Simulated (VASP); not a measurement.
TaN:

```
Ta N
1.0
     2.93800    0.00000    0.00000
    -1.46900    2.54438    0.00000
     0.00000    0.00000    2.88300
Ta N
1 1
Cartesian
  0.0000 1.6963 1.4415
  0.0000 0.0000 0.0000
```

```yaml
Program: VASP 6.6.1
Task: relaxation of cell and atoms
Functional: PBE
Potentials_or_basis: VASP PAW PBE potentials, release 64 (Ta_pv, N)
Cutoff: 600 eV
k_mesh: 10 × 10 × 9
Occupations: fermi-dirac, width 0.05 eV
Spin: no spin polarisation
Hubbard_terms: Ta d U = 6.0 eV
```

At the start: pressure 25.3 GPa; volume 10.78 Å³/atom.

Where does the relaxation end?

Over 10 steps the energy falls by 58.9 meV/atom and the volume is 11.57 Å³/atom (+7.3 %); space group P-6m2 (No. 187, to 0.05 Å).

Step by step:
```
step  energy change (eV)  largest force (eV/Å)  pressure (GPa)  volume (Å³)
   1              0.0000                0.0000           25.31        21.55
   2              0.4225                0.0000          -35.52        27.31
   3             -0.1174                0.0000           -1.26        23.23
   4             -0.1178                0.0000           -0.09        23.14
   5             -0.1177                0.0000            0.31        23.11
   6             -0.1178                0.0000            0.26        23.12
   7             -0.1179                0.0000            0.31        23.12
   8             -0.1179                0.0000            0.31        23.11
   9             -0.1178                0.0000           -0.42        23.17
  10             -0.1179                0.0000           -0.01        23.14
```

Final structure:
```
Ta N
1.0
     3.00698    0.00000    0.00000
    -1.50349    2.60412    0.00000
     0.00000    0.00000    2.95453
Ta N
1 1
Direct
  0.33333 0.66667 0.50000
  0.00000 0.00000 0.00000
```

Caveat: U without spin polarisation on a metal has little footing.
